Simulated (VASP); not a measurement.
Set up this calculation in VASP 6.6.1, as the native input.

- Task: single point
- Functional: PBE
- Potentials or basis: VASP PAW PBE potentials, release 64 (Cu, Au)
- Cutoff: 520 eV
- k mesh: 15 × 15 × 11
- Occupations: fermi-dirac, width 0.05 eV
- Spin: no spin polarisation
- Dipole correction: no
- Further INCAR settings: ALGO = Normal; EDIFF = 1e-06; NBANDS = 18

The structure of CuAu lies in POSCAR:

```
CuAu
1.0
    2.9092952427      0.0000000000      0.0000000000
    0.0000000000      2.9092952427      0.0000000000
    0.0000000000      0.0000000000      3.5425161056
Cu Au
1 1
Direct
    0.5000000000      0.5000000000      0.5000000000
    0.0000000000      0.0000000000      0.0000000000
```

The input as run:

INCAR

```
SYSTEM = CuAu
  PREC = Accurate
  ENCUT = 520
  EDIFF = 1E-6
  ISMEAR = -1
  SIGMA = 0.05
  LREAL = .False.
  LASPH = .True.
  NELM = 80
  ALGO = Normal
  ISIF = 2
  LWAVE = .False.
  LCHARG = .False.
  GGA = PE
  NBANDS = 18
```

KPOINTS

```
regular mesh
0
Gamma
  15 15 11
  0 0 0
```

Potentials or basis: VASP PAW PBE potentials, release 64 (Cu, Au).

Command:

```console
$ cat potpaw_PBE.64/Cu/POTCAR potpaw_PBE.64/Au/POTCAR > POTCAR
$ mpirun -np 1 vasp_std > vasp.out
```

Results of the run:

```yaml
Pressure: 0.0 GPa
Band_gap_on_the_k_mesh: zero (bands 11 and 12 overlap by 6.21 eV)
```

Caveat: spin-orbit coupling is left out, which moves the levels of the heavy elements.

It took 79 s on 1 thread of Intel Xeon 8259CL, on a shared host, peak memory 0.24 GiB.
